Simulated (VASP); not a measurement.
Write the native input for VASP 6.6.1 that does the following.

```yaml
Task: single point
Functional: RPBE
Potentials_or_basis: VASP PAW PBE potentials, release 64 (Cu)
Cutoff: 520 eV
k_mesh: 10 × 10 × 14
Occupations: fermi-dirac, width 0.1 eV
Spin: no spin polarisation
Dipole_correction: no
Further_INCAR_settings: ALGO = Normal; EDIFF = 1e-06; NBANDS = 24
```

The structure of Cu lies in POSCAR:

```
Cu
1.0
    4.2845236815      0.0000000000      0.0000000000
   -2.1422618407      3.7105063513      0.0000000000
    0.0000000000      0.0000000000      2.5740087426
Cu
3
Direct
    0.0000000000      0.0000000000      0.0000000000
    0.3333333333      0.6666666667      0.5000000000
    0.6666666667      0.3333333333      0.5000000000
```

This isn't the form of Cu at room conditions, which is fcc.

These files were run (other wordings do the same):

INCAR

```
SYSTEM = Cu
ALGO = Normal
EDIFF = 1E-6
ENCUT = 520
GGA = RP
ISIF = 2
ISMEAR = -1
LASPH = .TRUE.
LCHARG = .FALSE.
LREAL = .FALSE.
LWAVE = .FALSE.
NBANDS = 24
NELM = 80
PREC = Accurate
SIGMA = 0.1
```

KPOINTS

```
k-points
0
G
  10 10 14
  0 0 0
```

Potentials or basis: VASP PAW PBE potentials, release 64 (Cu).

Run with:

```console
$ cat potpaw_PBE.64/Cu/POTCAR > POTCAR
$ mpirun -np 1 vasp_std > vasp.out
```

It gave:

```yaml
Pressure: -6.7 GPa
Band_gap_on_the_k_mesh: zero (an odd number of electrons rules out a gap without spin polarisation)
```

Caveat: the cell stands under tension; the PAW data sets were made with another functional, which shifts forces and pressure a little.

Run time: 2.8 min on 1 thread of AMD EPYC 7R13 (shared host), peak memory 0.18 GiB.
